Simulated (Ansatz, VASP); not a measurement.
# C: VASP beside Ansatz

POSCAR

```
C
1.0
    0.0000000000      1.7945462500      1.7945462500
    1.7834000000      0.0111462500      1.7834000000
    1.7834000000      1.7834000000      0.0111462500
C
2
Direct
    0.5000000000      0.5000000000      0.5000000000
    0.7500000000      0.7500000000      0.7500000000
```

The input INCAR.step1:

```
PREC     = Accurate       # precision mode
ENCUT    = 520            # plane-wave cutoff, eV
ISMEAR   = 0              # smearing method
SIGMA    = 0.05           # smearing width, eV
LREAL    = F              # projectors in reciprocal space
LASPH    = T              # aspherical terms in the spheres
NELM     = 60             # most SCF steps
NBANDS   = 11             # bands
GGA      = PE             # functional
ALGO     = Normal         # electronic algorithm
EDIFF    = 1E-4           # SCF threshold, eV
LWAVE    = T              # write WAVECAR
LCHARG   = F              # write CHGCAR
```

File INCAR.step2:

```
PREC     = Accurate       # precision mode
ENCUT    = 520            # plane-wave cutoff, eV
EDIFF    = 1E-6           # SCF threshold, eV
ISMEAR   = 0              # smearing method
SIGMA    = 0.05           # smearing width, eV
LREAL    = F              # projectors in reciprocal space
LASPH    = T              # aspherical terms in the spheres
NELM     = 60             # most SCF steps
ALGO     = Normal         # electronic algorithm
ISIF     = 2              # what is computed and relaxed
LWAVE    = F              # write WAVECAR
LCHARG   = F              # write CHGCAR
METAGGA  = R2SCAN         # meta-GGA
LMIXTAU  = T            
NBANDS   = 11             # bands
ISTART   = 1
```

Contents of KPOINTS:

```
regular mesh
0
Gamma
  12 12 12
```

Input for Ansatz:

```yaml
crystal:
  lattice:
    - [0.0, 1.79454625, 1.79454625]
    - [1.7834, 0.01114625, 1.7834]
    - [1.7834, 1.7834, 0.01114625]
  atoms:
    - { symbol: C, position: [0.5, 0.5, 0.5] }
    - { symbol: C, position: [0.75, 0.75, 0.75] }
basis:
  ecutwfc: 500
kpoints:
  mp_grid: { grid: [12, 12, 12] }
hamiltonian:
  xc: r2scan
scf:
  occupations: { method: gaussian, width: 0.05 }
output:
  forces: true
  stress: true
  eigenvalues: true
```

Change from the starting cell: strain +0.0125 x Voigt [0, 0, 0, 1, 0, 0], atoms carried along.

Alike in both runs: task single point; functional r2SCAN; k mesh 12 × 12 × 12; occupations gaussian, width 0.05 eV; no spin polarisation.

```csv
,VASP,Ansatz
version,VASP 6.6.1,Ansatz 0.2.0
potentials or method,"VASP PAW PBE potentials, release 64 (C), cutoff 520 eV","scalar-relativistic, plane waves, PAW"
valence electrons in the cell,8,8
```

```tsv
	VASP	Ansatz	Ansatz less VASP
gap on the k mesh at the Fermi level (eV)	4.33	4.36	+0.029
least direct gap on the mesh (eV)	5.64	5.68	+0.044
pressure (GPa)	-1.3	-2.4	-1.09
traceless stress, the component that is largest in VASP (GPa)	-7.31	-7.26	+0.051
rms of the force components (eV/Å)	0.016	0.014	-0.0027
```

VASP's potentials were made for PBE, not for r2SCAN. Atom by atom the forces differ by 0.003 eV/Å (rms over components).
